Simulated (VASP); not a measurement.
Wanted: the native input for a VASP 6.6.1 run.

```yaml
Task: single point
Functional: BLYP
Potentials_or_basis: VASP PAW PBE potentials, release 64 (Sb)
Cutoff: 520 eV
k_mesh: 12 × 12 × 3
Occupations: fermi-dirac, width 0.1 eV
Spin: no spin polarisation
Dipole_correction: no
Further_INCAR_settings: ALGO = Normal; EDIFF = 1e-06; NBANDS = 18
```

The structure of Sb lies in POSCAR:

```
Sb
1.0
    3.2940477791      0.0000000000      0.0000000000
   -1.6470238896      2.8527290580      0.0000000000
    0.0000000000      0.0000000000     11.3694508727
Sb
4
Direct
    1.0000000000      1.0000000000      0.0000000000
    1.0000000000      1.0000000000      0.5000000000
    0.3333333333      0.6666666667      0.2500000000
    0.6666666667      0.3333333333      0.7500000000
```

This cell differs from its parent crystal: volume scaled by 0.88.

One way to write it, as run:

INCAR

```
SYSTEM = Sb
PREC     = Accurate       ! precision mode
ENCUT    = 520            ! plane-wave cutoff, eV
EDIFF    = 1E-6           ! SCF threshold, eV
ISMEAR   = -1             ! smearing method
SIGMA    = 0.1            ! smearing width, eV
LREAL    = .False.        ! projectors in reciprocal space
LASPH    = .True.         ! aspherical terms in the spheres
NELM     = 100            ! most SCF steps
ALGO     = Normal         ! electronic algorithm
ISIF     = 2              ! what is computed and relaxed
LWAVE    = .False.        ! write WAVECAR
LCHARG   = .False.        ! write CHGCAR
GGA      = B5             ! functional
ALDAX    = 1.0          
AGGAX    = 1.0          
AGGAC    = 1.0          
ALDAC    = 0.0          
NBANDS   = 18             ! bands
```

KPOINTS

```
Automatic mesh
0
Gamma
  12 12 3
  0 0 0
```

Potentials or basis: VASP PAW PBE potentials, release 64 (Sb).

Command:

```sh
$ cat potpaw_PBE.64/Sb/POTCAR > POTCAR
$ mpirun -np 1 vasp_std > vasp.out
```

Results of the run:

| Property | Result |
| --- | --- |
| Pressure | 8.0 GPa |
| Band gap on the k mesh | zero (band 10 reaches 13.52 eV, above the bottom of band 11 at 6.81 eV) |

Caveat: the PAW data sets were made with another functional, which shifts forces and pressure a little; spin-orbit coupling is left out, which moves the levels of the heavy elements.

It took 28 s on 1 thread of Intel(R) Xeon(R) 6975P-C (Granite Rapids), with other jobs on the host, peak memory 0.23 GiB.
